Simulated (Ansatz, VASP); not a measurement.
## SnO: VASP beside Ansatz

```xyz
4
Lattice="3.7244 0.0000 0.0000 0.0000 3.7244 0.0000 0.0000 0.0000 4.7373" Properties=species:S:1:pos:R:3 pbc="T T T"
Sn    0.0000    1.8622    1.1298
Sn    1.8622    0.0000    3.6074
O     0.0000    0.0000    0.0000
O     1.8622    1.8622    0.0000
```

Change from the starting cell: volume scaled by 0.94, PAW files.

Alike in both runs: task electric field gradients; functional PBEsol; k mesh 8 × 8 × 6; occupations fermi-dirac, width 0.01 eV; no spin polarisation.

|  | VASP | Ansatz |
| --- | --- | --- |
| version | VASP 6.6.1 | Ansatz 0.2.0 |
| potentials or method | VASP PAW PBE potentials, release 64 (Sn_d, O) | PAW with Ansatz's default frozen-core files, scalar-relativistic |
| plane-wave cutoff (eV) | 520 | 420 |
| valence electrons in the cell | 40 | 40 |

Ansatz gave:

```
pressure (GPa)                                                : 6.7
traceless stress, the component that is largest in VASP (GPa) : -1.42
rms of the force components (eV/Å)                            : 0.407
size of Vzz on the site where it differs most (V/Å²)          : 181.3
```

Problem. What did VASP give for the same quantities?

Solution. Pressure (GPa): 7.0; traceless stress, the component that is largest in VASP (GPa): -1.41; rms of the force components (eV/Å): 0.449; size of Vzz on the site where it differs most (V/Å²): 170.8.

VASP's potentials were made for PBE, not for PBEsol. Atom by atom the forces differ by 0.042 eV/Å (rms over components).
